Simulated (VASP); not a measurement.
A run of VASP 6.6.1:

Contents of INCAR:

```
SYSTEM = KTaO3
PREC     = Accurate       ! precision mode
ENCUT    = 520            ! plane-wave cutoff, eV
EDIFF    = 1E-7           ! SCF threshold, eV
ISMEAR   = -1             ! smearing method
SIGMA    = 0.05           ! smearing width, eV
LREAL    = .False.        ! projectors in reciprocal space
LASPH    = .True.         ! aspherical terms in the spheres
NELM     = 80             ! most SCF steps
ALGO     = Normal         ! electronic algorithm
ISIF     = 2              ! what is computed and relaxed
LWAVE    = .False.        ! write WAVECAR
LCHARG   = .True.         ! write CHGCAR
GGA      = B5             ! functional
ALDAX    = 1.0          
AGGAX    = 1.0          
AGGAC    = 1.0          
ALDAC    = 0.0          
LELF     = .True.         ! ELF
LVHAR    = .True.       
NBANDS   = 27             ! bands
```

File KPOINTS:

```
regular mesh
0
Gamma
  7 7 7
  0 0 0
```

Contents of POSCAR:

```
KTaO3
1.0
    4.0561958630      0.0000000000      0.0000000000
    0.0000000000      4.0561958630      0.0000000000
    0.0000000000      0.0000000000      4.0561958630
Ta K O
1 1 3
Direct
    0.0000000000      0.0000000000      0.0000000000
    0.5000000000      0.5000000000      0.5000000000
    0.0000000000      0.0000000000      0.5000000000
    0.0000000000      0.5000000000      0.0000000000
    0.5000000000      0.0000000000      0.0000000000
```

Potentials or basis: VASP PAW PBE potentials, release 64 (Ta_pv, K_sv, O).

Command:

```sh
$ cat potpaw_PBE.64/Ta_pv/POTCAR potpaw_PBE.64/K_sv/POTCAR potpaw_PBE.64/O/POTCAR > POTCAR
$ mpirun -np 1 vasp_std > vasp.out
```

Hardware: 1 thread of Intel Xeon 8259CL, on a shared host.

Estimate the wall time of this run.

It took 64 s on 1 thread of Intel Xeon 8259CL (shared host), peak memory 0.19 GiB. Counts: scf iterations 15, k points 20.
